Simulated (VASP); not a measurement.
# Al4Si2HO9F3 (P2_1) in VASP: electric field gradients with LDA

Aim: the electric field gradients of Al4Si2HO9F3 with LDA.

Everything below comes from runs of VASP 6.6.1. Logs are shortened: lines on timing, memory, paths and dates and some standing lists are left out, and cuts for length are marked.

### 1 The cell of the first run

Symmetry: P2_1, No. 4, monoclinic system. Conventional cell: a = 8.491 Å, b = 4.722 Å, c = 8.929 Å, α = 90.00°, β = 90.02°, γ = 90.00°. Al (site symmetry 1) has 2 F at 1.82 Å and 4 O at 1.90 to 1.92 Å within 2.4 Å. Within 2.4 Å of Al (site symmetry 1) lie 2 F at 1.81 to 1.82 Å and 4 O at 1.91 to 1.92 Å. Al (site symmetry 1) has 6 O at 1.83 to 1.97 Å and 2 H at 2.34 to 2.37 Å within 2.4 Å. Within 2.4 Å of Al (site symmetry 1) lie 2 F at 1.83 to 1.84 Å and 4 O at 1.90 to 1.94 Å. Within 2.2 Å of Si (site symmetry 1) lie 4 O at 1.65 to 1.67 Å. Si (site symmetry 1) has 4 O at 1.66 Å within 2.2 Å. Within 1.3 Å of H (site symmetry 1) lie 1 O at 0.97 Å. O (site symmetry 1) has 1 Si at 1.67 Å and 2 Al at 1.94 to 1.97 Å and 1 H at 2.20 Å within 2.2 Å.

### 2 Electric field gradients, LDA

Contents of INCAR:

```
ALGO = Normal
EDIFF = 1E-8
ENCUT = 520
GGA = CA
ISIF = 2
ISMEAR = -1
LASPH = True
LCHARG = False
LEFG = True
LREAL = Auto
LWAVE = False
NBANDS = 121
NELM = 100
PREC = Accurate
SIGMA = 0.02
```

Contents of KPOINTS:

```
k-points
0
Gamma
  3 5 3
```

Contents of POSCAR:

```
Al4Si2HO9F3
1.0
    8.4910112472      0.0000000000      0.0000000000
    0.0000000000      4.7216480000      0.0000000000
   -0.0038625987      0.0000000000      8.9286093279
Al Si H O F
8 4 2 18 6
Direct
    0.5829620000      0.0976200000      0.8815800000
    0.9178380000      0.0962900000      0.8809370000
    0.9205550000      0.4025460000      0.3826830000
    0.5829540000      0.4053290000      0.3791560000
    0.4170380000      0.5976200000      0.1184200000
    0.0821620000      0.5962900000      0.1190630000
    0.0794450000      0.9025460000      0.6173170000
    0.4170460000      0.9053290000      0.6208440000
    0.2508360000      0.1004940000      0.3067850000
    0.2506380000      0.3973130000      0.8106630000
    0.7491640000      0.6004940000      0.6932150000
    0.7493620000      0.8973130000      0.1893370000
    0.1669530000      0.4918130000      0.4970350000
    0.8330470000      0.9918130000      0.5029650000
    0.2520900000      0.0519500000      0.4925340000
    0.9333920000      0.0897680000      0.5029250000
    0.7475320000      0.2019080000      0.2822290000
    0.0949290000      0.2053500000      0.7629430000
    0.4081030000      0.2093280000      0.7616120000
    0.0943820000      0.2872020000      0.2562450000
    0.4080370000      0.2909370000      0.2601250000
    0.7490310000      0.2946250000      0.7824550000
    0.2505580000      0.4633020000      0.9933230000
    0.7479100000      0.5519500000      0.5074660000
    0.0666080000      0.5897680000      0.4970750000
    0.2524680000      0.7019080000      0.7177710000
    0.5918970000      0.7093280000      0.2383880000
    0.9050710000      0.7053500000      0.2370570000
    0.5919630000      0.7909370000      0.7398750000
    0.9056180000      0.7872020000      0.7437550000
    0.2509690000      0.7946250000      0.2175450000
    0.7494420000      0.9633020000      0.0066770000
    0.5583180000      0.0989630000      0.5026350000
    0.5558250000      0.4062100000      0.0004270000
    0.9445280000      0.4040500000      0.9996590000
    0.4416820000      0.5989630000      0.4973650000
    0.0554720000      0.9040500000      0.0003410000
    0.4441750000      0.9062100000      0.9995730000
```

Potentials or basis: VASP PAW LDA potentials, release 64 (Al, Si, H, O, F).

The run is started by

```console
$ cat potpaw_LDA.64/Al/POTCAR potpaw_LDA.64/Si/POTCAR potpaw_LDA.64/H/POTCAR potpaw_LDA.64/O/POTCAR potpaw_LDA.64/F/POTCAR > POTCAR
$ mpirun -np 1 vasp_std > vasp.out
```

OUTCAR:

```text
EDIFF = 1E-8
   ENCUT = 520
   GGA = CA
   ISIF = 2
   ISMEAR = -1
   LASPH = True
   LREAL = Auto
   NELM = 100
   PREC = Accurate

 ion  position               nearest neighbor table
   1  0.583  0.098  0.882-  34 1.82  38 1.82  19 1.90  22 1.91  32 1.91  29 1.92   2 2.84   8 2.87
                            11 3.21  10 3.22  12 3.23  11 3.23
   2  0.918  0.096  0.881-  35 1.81  37 1.82  18 1.91  30 1.91  32 1.92  22 1.92   1 2.84   7 2.87
                            11 3.22  10 3.22  12 3.24  11 3.24
   3  0.921  0.403  0.383-  16 1.83  25 1.83  20 1.94  28 1.94  17 1.96  24 1.97   4 2.87   6 2.87
                             9 3.22  12 3.25
   4  0.583  0.405  0.379-  33 1.83  36 1.84  17 1.90  21 1.90  27 1.91  24 1.94   3 2.87   5 2.87
                            12 3.20   9 3.23
   5  0.417  0.598  0.118-  38 1.82  34 1.82  27 1.90  31 1.91  23 1.91  21 1.92   6 2.84   4 2.87
                             9 3.21  12 3.22  10 3.23   9 3.23
   6  0.082  0.596  0.119-  37 1.81  35 1.82  28 1.91  20 1.91  23 1.92  31 1.92   5 2.84   3 2.87
                             9 3.22  12 3.22  10 3.24   9 3.24
   7  0.079  0.903  0.617-  25 1.83  16 1.83  30 1.94  18 1.94  26 1.96  15 1.97   8 2.87   2 2.87
                            11 3.22  10 3.25
   8  0.417  0.905  0.621-  36 1.83  33 1.84  26 1.90  29 1.90  19 1.91  15 1.94   7 2.87   1 2.87
                            10 3.20  11 3.23
   9  0.251  0.100  0.307-  31 1.65  20 1.66  21 1.66  15 1.67   5 3.21   6 3.22   3 3.22   4 3.23
                             5 3.23   6 3.24
  10  0.251  0.397  0.811-  18 1.66  26 1.66  23 1.66  19 1.66   8 3.20   1 3.22   2 3.22   5 3.23
                             6 3.24   7 3.25
  11  0.749  0.600  0.693-  22 1.65  30 1.66  29 1.66  24 1.67   1 3.21   2 3.22   7 3.22   8 3.23
                             1 3.23   2 3.24
  12  0.749  0.897  0.189-  28 1.66  17 1.66  32 1.66  27 1.66   4 3.20   5 3.22   6 3.22   1 3.23
                             2 3.24   3 3.25
  13  0.167  0.492  0.497-  25 0.97
  14  0.833  0.992  0.503-  16 0.97
  15  0.252  0.052  0.493-   9 1.67   8 1.94   7 1.97
  16  0.933  0.090  0.503-  14 0.97   3 1.83   7 1.83
  17  0.748  0.202  0.282-  12 1.66   4 1.90   3 1.96
  18  0.095  0.205  0.763-  10 1.66   2 1.91   7 1.94
  19  0.408  0.209  0.762-  10 1.66   1 1.90   8 1.91
  20  0.094  0.287  0.256-   9 1.66   6 1.91   3 1.94
[... 10 lines left out ...]
  31  0.251  0.795  0.218-   9 1.65   5 1.91   6 1.92
  32  0.749  0.963  0.007-  12 1.66   1 1.91   2 1.92
  33  0.558  0.099  0.503-   4 1.83   8 1.84
  34  0.556  0.406  0.000-   1 1.82   5 1.82
  35  0.945  0.404  1.000-   2 1.81   6 1.82
  36  0.442  0.599  0.497-   8 1.83   4 1.84
  37  0.055  0.904  0.000-   6 1.81   2 1.82
  38  0.444  0.906  1.000-   5 1.82   1 1.82

  LATTYP: Found a simple monoclinic cell.
 ALAT       =     8.4910112472
 B/A-ratio  =     0.5560760506
 C/A-ratio  =     1.0515367255
 COS(beta)  =    -0.0004326092

  Lattice vectors:

 A1 = (   8.4910112472,   0.0000000000,   0.0000000000)
 A2 = (   0.0000000000,   4.7216480000,   0.0000000000)
 A3 = (  -0.0038625987,   0.0000000000,   8.9286093279)

Analysis of symmetry for initial positions (statically):
=====================================================================
 Subroutine PRICEL returns:
 Original cell was already a primitive cell.

 Routine SETGRP: Setting up the symmetry group for a
 simple monoclinic supercell.

 Subroutine GETGRP returns: Found  2 space group operations
 (whereof  1 operations were pure point group operations)
 out of a pool of  4 trial point group operations.

The static configuration has the point symmetry C_1 .
 The point group associated with its full space group is C_2 .

Analysis of symmetry for dynamics (positions and initial velocities):
=====================================================================
 Subroutine PRICEL returns:
 Original cell was already a primitive cell.

 Routine SETGRP: Setting up the symmetry group for a
 simple monoclinic supercell.

 Subroutine GETGRP returns: Found  2 space group operations
 (whereof  1 operations were pure point group operations)
 out of a pool of  4 trial point group operations.

The dynamic configuration has the point symmetry C_1 .
 The point group associated with its full space group is C_2 .

 Subroutine INISYM returns: Found  2 space group operations
 (whereof  1 operations are pure point group operations),
 and found     1 'primitive' translations
[... 157 lines left out ...]
   EDIFF  = 0.1E-07   stopping-criterion for ELM
   LREAL  =      T    real-space projection
   EDIFFG = 0.1E-06   stopping-criterion for IOM
   NSW    =      0    number of steps for IOM
   IBRION =     -1    ionic relax: 0-MD 1-quasi-New 2-CG
   NFREE  =      0    steps in history (QN), initial steepest desc. (CG)
   ISIF   =      2    stress and relaxation
   ISYM   =      2    0-nonsym 1-usesym 2-fastsym
   POTIM  = 0.5000    time-step for ionic-motion
   TEBEG  =    0.0;   TEEND  =   0.0 temperature during run
   PSTRESS=    0.0 pullay stress
   NELECT =     192.0000    total number of electrons
   NUPDOWN=      -1.0000    fix difference up-down
   EMIN   =  10.00;   EMAX   =-10.00  energy-range for DOS
   EFERMI =   0.00;   METHOD = LEGACY
   ISMEAR =    -1;   SIGMA  =   0.02  broadening in eV -4-tet -1-fermi 0-gaus
   EFERMI_NEDOS =   21; number of points for ismear=-14 and -15
   IALGO  =     38    algorithm
   IMIX   =      4    mixing-type and parameters
     AMIX     =   0.40;   BMIX     =  1.00
     AMIX_MAG =   1.60;   BMIX_MAG =  1.00
  volume/ion in A,a.u.               =       9.42        63.57
  Fermi-wavevector in a.u.,A,eV,Ry     =   1.330137  2.513594 24.072295  1.769264
  Thomas-Fermi vector in A             =   2.459246
   LORBIT       =      0    0 simple, 1 ext, 2 COOP (PROOUT), +10 PAW based schemes
   GGA     = CA    functional components
   LHFCALC =     F    Hartree Fock is set to
   AEXX    =    0.0000 exact exchange contribution
   IVDW    =     0    specifies the selected vdW correction
   LEPSILON=     F    determine dielectric tensor
   LRPA    =     F    only Hartree local field effects (RPA)
 non-spin polarized calculation
  energy-cutoff  :      520.00
  volume of cell :      357.96
 maximum number of plane-waves:      9676
   NGX = 31   NGY = 17   NGZ = 33

 number of electron     191.9999971 magnetization

 Free energy of the ion-electron system (eV)
  ---------------------------------------------------
  ext. energy  EPLUGINS =         0.00000000
  ---------------------------------------------------
  free energy    TOTEN  =      -297.06469281 eV

  energy without entropy =     -297.06469281  energy(sigma->0) =     -297.06469281

 E-fermi :   4.0763     XC(G=0): -11.2650

 val. band max:        3.6137412454   @ k =   0.3333   0.0000   0.3333
 cond. band min:       8.8065514242   @ k =   0.0000   0.0000   0.0000
 fundamental gap:      5.1928101788
 Fermi energy:         4.0762580257

 k-point     1 :       0.0000    0.0000    0.0000
  band No.  band energies     occupation
      1     -19.0501      2.00000
      2     -18.9678      2.00000
      3     -18.8876      2.00000
      4     -18.4139      2.00000
      5     -18.3015      2.00000
      6     -18.2380      2.00000
[... 1654 lines left out ...]
    107      12.5650      0.00000
    108      12.7108      0.00000
 [bands above 108 left out]

------------------------ aborting loop because EDIFF is reached ----------------------------------------

  FORCE on cell =-STRESS in cart. coord.  units (eV):
  Direction    XX          YY          ZZ          XY          YZ          ZX
  --------------------------------------------------------------------------------------
  -------------------------------------------------------------------------------------
  Total      -21.0210886    -21.3988003    -21.7935698      0.0000000      0.0000000     -0.0437393
  in kB      -94.0868526    -95.7774268    -97.5443485      0.0000000      0.0000000     -0.1957699
  external PRESSURE =     -95.8028760 kB  Pullay stress =       0.0000000 kB

 VOLUME and BASIS-vectors are now :
 -----------------------------------------------------------------------------
  energy-cutoff  :      520.00
  volume of cell :      357.96
      direct lattice vectors                 reciprocal lattice vectors
     8.491011247  0.000000000  0.000000000     0.117771602  0.000000000  0.000050949
     0.000000000  4.721648000  0.000000000     0.000000000  0.211790460  0.000000000
    -0.003862599  0.000000000  8.928609328     0.000000000  0.000000000  0.111999525

 POSITION                                       TOTAL-FORCE (eV/Angst)
 -----------------------------------------------------------------------------------
      4.94653      0.46093      7.87128        -0.041850     -0.006481      0.070607
      7.78997      0.45465      7.86554         0.048968     -0.016079      0.072130
      7.81496      1.90068      3.41683         0.051780     -0.000598      0.072123
      4.94840      1.91382      3.38534        -0.039443      0.012917      0.058560
      3.54062      2.82175      1.05733         0.041850     -0.006481     -0.070607
      0.69718      2.81547      1.06307        -0.048968     -0.016079     -0.072130
[... 30 lines left out ...]
      0.47101      4.26861      0.00304        -0.166965     -0.116648     -0.000763
      3.76763      4.27880      8.92480         0.171413     -0.116758     -0.008997
 -----------------------------------------------------------------------------------
    total drift:                                0.000000      0.026878     -0.000002

  FREE ENERGIE OF THE ION-ELECTRON SYSTEM (eV)
  ---------------------------------------------------
  free  energy   TOTEN  =      -297.0646928143 eV

  energy  without entropy=     -297.0646928142  energy(sigma->0) =     -297.06469281

 Electric field gradients (V/A^2)
---------------------------------------------------------------------
 ion       V_xx      V_yy      V_zz      V_xy      V_xz      V_yz
---------------------------------------------------------------------
   1      -4.187     3.905     0.282    -0.525    -2.831    -0.207
   2      -2.668     1.909     0.759    -0.585     2.278    -3.543
   3       3.598    -4.380     0.782    -8.792    -8.372     9.583
   4      -2.612     2.299     0.313     1.066    -2.223     1.512
   5      -4.187     3.905     0.282     0.525    -2.831     0.207
   6      -2.668     1.909     0.759     0.585     2.278     3.543
[... 30 lines left out ...]
  37     -22.849    21.009     1.840   -39.243    40.399   -69.480
  38     -22.685    21.161     1.524    38.788   -40.450   -68.607
---------------------------------------------------------------------

 Electric field gradients after diagonalization (V/A^2)
 (convention: |V_zz| > |V_xx| > |V_yy|)
----------------------------------------------------------------------
 ion       V_xx      V_yy      V_zz     asymmetry (V_yy - V_xx)/ V_zz
----------------------------------------------------------------------
   1       3.939     1.653    -5.592       0.409
   2      -4.084    -1.311     5.395       0.514
   3     -12.136    -5.979    18.115       0.340
   4       3.118     1.120    -4.238       0.472
   5       3.939     1.653    -5.592       0.409
   6      -4.084    -1.311     5.395       0.514
[... 30 lines left out ...]
  37     -60.161   -45.870   106.031       0.135
  38     -59.746   -45.311   105.058       0.137
----------------------------------------------------------------------

           NMR quadrupolar parameters

 Cq : quadrupolar parameter    Cq=e*Q*V_zz/h
 eta: asymmetry parameters     (V_yy - V_xx)/ V_zz
 Q  : nuclear electric quadrupole moment in mb (millibarn)
----------------------------------------------------------------------
 ion       Cq(MHz)       eta       Q (mb)
----------------------------------------------------------------------
   1      -0.014       0.409       1.000
   2       0.013       0.514       1.000
   3       0.044       0.340       1.000
   4      -0.010       0.472       1.000
   5      -0.014       0.409       1.000
   6       0.013       0.514       1.000
[... 30 lines left out ...]
  37       0.256       0.135       1.000
  38       0.254       0.137       1.000
----------------------------------------------------------------------
```

It took 17 min on 1 thread of Intel Xeon Platinum 8488C (Sapphire Rapids), shared host; peak memory 0.59 GiB.

What came out:

- Free energy: -297.0647 eV
- Pressure: -9.6 GPa
- Largest force: 0.691 eV/Å
- Band gap on the k mesh: 5.19 eV, indirect (least direct gap 5.20 eV)

Forces in eV/Å, atoms in the order of the input:
```
Al  -0.042 -0.006  0.071
Al   0.049 -0.016  0.072
Al   0.052 -0.001  0.072
Al  -0.039  0.013  0.059
Al   0.042 -0.006 -0.071
Al  -0.049 -0.016 -0.072
Al  -0.052 -0.001 -0.072
Al   0.039  0.013 -0.059
Si  -0.017 -0.012 -0.013
Si  -0.004  0.008 -0.003
Si   0.017 -0.012  0.013
Si   0.004  0.008  0.003
H    0.452 -0.333  0.083
H   -0.452 -0.333 -0.083
O    0.007 -0.027 -0.055
O    0.593  0.355  0.010
O   -0.019 -0.086  0.095
O    0.089 -0.047  0.104
O   -0.087 -0.065  0.101
O    0.116  0.078  0.112
O   -0.089  0.066  0.106
O   -0.008  0.071  0.070
O    0.005  0.100 -0.049
O   -0.007 -0.027  0.055
O   -0.593  0.355 -0.010
O    0.019 -0.086 -0.095
O    0.087 -0.065 -0.101
O   -0.089 -0.047 -0.104
O    0.089  0.066 -0.106
O   -0.116  0.078 -0.112
O    0.008  0.071 -0.070
O   -0.005  0.100  0.049
F   -0.144  0.136  0.023
F   -0.171 -0.117  0.009
F    0.167 -0.117  0.001
F    0.144  0.136 -0.023
F   -0.167 -0.117 -0.001
F    0.171 -0.117 -0.009
```

Levels at points of the mesh, in eV from the valence-band top:
| k point | band 92 | band 93 | band 94 | band 95 | band 96 | band 97 | band 98 | band 99 | band 100 | band 101 |
| --- | --- | --- | --- | --- | --- | --- | --- | --- | --- | --- |
| (0.00, 0.00, 0.00) | -0.66 | -0.53 | -0.36 | -0.33 | -0.01 | 5.19 | 7.34 | 7.46 | 7.88 | 7.90 |

Electric field gradients, principal values (V/Å²):
```csv
atom,least,middle,greatest (by size)
1 Al,1.653,3.939,-5.592
2 Al,-1.311,-4.084,5.395
3 Al,-5.979,-12.136,18.115
4 Al,1.120,3.118,-4.238
5 Al,1.653,3.939,-5.592
6 Al,-1.311,-4.084,5.395
7 Al,-5.979,-12.136,18.115
8 Al,1.120,3.118,-4.238
9 Si,1.918,8.962,-10.880
10 Si,-1.111,-7.320,8.431
11 Si,1.918,8.962,-10.880
12 Si,-1.111,-7.320,8.431
13 H,-18.752,-22.919,41.671
14 H,-18.752,-22.919,41.671
15 O,-11.931,-62.259,74.190
16 O,-8.847,-106.806,115.653
17 O,1.850,73.052,-74.903
18 O,2.917,70.384,-73.301
19 O,3.198,68.038,-71.235
20 O,-1.137,-69.034,70.171
21 O,2.188,67.594,-69.782
22 O,6.027,69.562,-75.589
23 O,-3.337,-71.366,74.702
24 O,-11.931,-62.259,74.190
25 O,-8.847,-106.806,115.653
26 O,1.850,73.052,-74.903
27 O,3.198,68.038,-71.235
28 O,2.917,70.384,-73.301
29 O,2.188,67.594,-69.782
30 O,-1.137,-69.034,70.171
31 O,6.027,69.562,-75.589
32 O,-3.337,-71.366,74.702
33 F,-39.791,-62.741,102.532
34 F,-45.311,-59.746,105.058
35 F,-45.870,-60.161,106.031
36 F,-39.791,-62.741,102.532
37 F,-45.870,-60.161,106.031
38 F,-45.311,-59.746,105.058
```

Caveat: without QUAD_EFG the Cq values of the log hold for a quadrupole moment of 1 mb, not for the nuclei. A k mesh can miss the band edges.
